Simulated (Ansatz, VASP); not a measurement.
# Zr in VASP and in Ansatz

File INCAR:

```
SYSTEM = Zr
PREC = Accurate ; ENCUT = 520
EDIFF = 1E-6 ; ISMEAR = -1
SIGMA = 0.05 ; LREAL = .FALSE.
LASPH = .TRUE. ; NELM = 100
ALGO = Normal ; ISIF = 2
LWAVE = .FALSE. ; LCHARG = .FALSE.
GGA = PE ; NBANDS = 19
```

File KPOINTS:

```
regular mesh
0
G
  9 9 9
  0 0 0
```

File POSCAR:

```
Zr
1.0
    0.0000000000      3.0812078526      3.0812078526
    3.0812078526      0.0000000000      3.0812078526
    3.0812078526      3.0812078526      0.0000000000
Zr
2
Direct
   -0.0875000000     -0.1375000000     -0.1375000000
    0.0875000000      0.1375000000      0.1375000000
```

Input for Ansatz:

```yaml
crystal:
  lattice:
    - [0.0, 3.0812078526, 3.0812078526]
    - [3.0812078526, 0.0, 3.0812078526]
    - [3.0812078526, 3.0812078526, 0.0]
  atoms:
    - { symbol: Zr, position: [-0.0875, -0.1375, -0.1375] }
    - { symbol: Zr, position: [0.0875, 0.1375, 0.1375] }
kpoints:
  mp_grid: { grid: [9, 9, 9] }
scf:
  occupations: { method: fermi_dirac, width: 0.05 }
hamiltonian:
  xc: pbe
  pseudopotentials: { kind: all_electron, lapw: { basis_error: 0.001 } }
output:
  forces: true
  stress: true
  eigenvalues: true
  populations: true
```

Change from the starting cell: shortest bond scaled by 1.1, LAPW.

Alike in both runs: task single point; functional PBE; k mesh 9 × 9 × 9; occupations fermi-dirac, width 0.05 eV; no spin polarisation.

|  | VASP | Ansatz |
| --- | --- | --- |
| version | VASP 6.6.1 | Ansatz 0.2.0 |
| potentials or method | VASP PAW PBE potentials, release 64 (Zr_sv), cutoff 520 eV | all-electron LAPW, scalar-relativistic |

Ansatz gave:

```
pressure (GPa)                                                : 2.5
traceless stress, the component that is largest in VASP (GPa) : 3.78
rms of the force components (eV/Å)                            : 0.199
```

Question: Estimate VASP's values.

Answer: Pressure (GPa): 2.7; traceless stress, the component that is largest in VASP (GPa): 3.84; rms of the force components (eV/Å): 0.190.

Atom by atom the forces differ by 0.009 eV/Å (rms over components). Ansatz ran all-electron here, and VASP with PAW potentials.
